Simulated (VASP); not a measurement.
Set up this calculation in VASP 6.6.1, as the native input.

* Task: relaxation of cell and atoms
* Functional: PBE
* Potentials or basis: VASP PAW PBE potentials, release 64 (Rb_sv, Li_sv)
* Cutoff: 600 eV
* k mesh: 6 × 6 × 4
* Occupations: gaussian, width 0.1 eV
* Spin: no spin polarisation
* Dipole correction: no
* Further INCAR settings: ALGO = Normal; EDIFF = 1e-07; IBRION = 2; EDIFFG = -0.04; NSW = 90; ISIF = 3

The structure of RbLi lies in POSCAR:

```
RbLi
1.0
    3.4883583525      0.0000000000      0.0000000000
    0.0000000000      3.4883583525      0.0000000000
    0.0000000000      0.0000000000      4.5722411263
Rb Li
1 1
Direct
    0.5000000000      0.5000000000      0.5000000000
    0.0000000000      0.0000000000      0.0000000000
```

One way to write it, as run:

INCAR

```
SYSTEM = RbLi
PREC = Accurate
ENCUT = 600
EDIFF = 1E-7
ISMEAR = 0
SIGMA = 0.1
LREAL = .FALSE.
LASPH = .TRUE.
NELM = 60
ALGO = Normal
ISIF = 3
LWAVE = .FALSE.
LCHARG = .FALSE.
GGA = PE
IBRION = 2
NSW = 90
EDIFFG = -0.04
```

KPOINTS

```
Automatic mesh
0
G
  6 6 4
  0 0 0
```

Potentials or basis: VASP PAW PBE potentials, release 64 (Rb_sv, Li_sv).

Command:

```sh
$ cat potpaw_PBE.64/Rb_sv/POTCAR potpaw_PBE.64/Li_sv/POTCAR > POTCAR
$ mpirun -np 1 vasp_std > vasp.out
```

It gave:

```json
{
  "Relaxed volume": "48.20 Å³/atom",
  "Relaxed cell": "a = 4.290 Å, b = 4.290 Å, c = 5.239 Å, α = 90.00°, β = 90.00°, γ = 90.00°",
  "Space group after relaxing (to 0.05 Å)": "P4/mmm (No. 123)",
  "Energy gained by relaxing": "412.0 meV/atom",
  "Ionic steps": "8",
  "Pressure after relaxing": "0.0 GPa",
  "Band gap on the k mesh": "zero (band 6 reaches 0.96 eV, above the bottom of band 7 at -0.68 eV)"
}
```

Caveat: the cutoff is under 1.25 times the usual one of these potentials, so pressure, stress and relaxed cells hold a basis-set (Pulay) error; the volume moved by over 15 % at a fixed basis, so the end points are rough.

Wall time 55 s on 1 thread of Intel(R) Xeon(R) Platinum 8488C (Sapphire Rapids), on a shared host, peak memory 0.19 GiB.
